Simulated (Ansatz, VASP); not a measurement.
TiCo in VASP and in Ansatz

```xyz
2
Lattice="2.9861 0.0000 0.0000 0.0000 2.9861 0.0000 0.0000 0.0000 2.9861" Properties=species:S:1:pos:R:3 pbc="T T T"
Co    1.4931    1.4931    1.4931
Ti    0.0000    0.0000    0.0000
```

Alike in both runs: task single point; functional PBE; k mesh 9 × 9 × 9; occupations gaussian, width 0.027 eV; collinear spin.

|  | VASP | Ansatz |
| --- | --- | --- |
| version | VASP 6.6.1 | Ansatz 0.2.0 |
| potentials or method | VASP PAW PBE potentials, release 64 (Co, Ti_sv), cutoff 520 eV | all-electron LAPW, scalar-relativistic |

VASP gave:

| Property | Result |
| --- | --- |
| gap on the k mesh at the Fermi level (eV) | none |
| pressure (GPa) | -0.8 |
| net moment per atom (μB) | 0.42 |
| size of the moment on the site where the two differ most (μB) | 0.92 |

Problem. What did Ansatz give for the same quantities?

Solution. gap on the k mesh at the Fermi level (eV): none; pressure (GPa): -0.5; net moment per atom (μB): 0.42; size of the moment on the site where the two differ most (μB): 0.95.

Site moments also hang on the region over which each program counts them. A gap of «none» marks a metal or a gap that the smearing closes. Ansatz ran all-electron here, and VASP with PAW potentials.
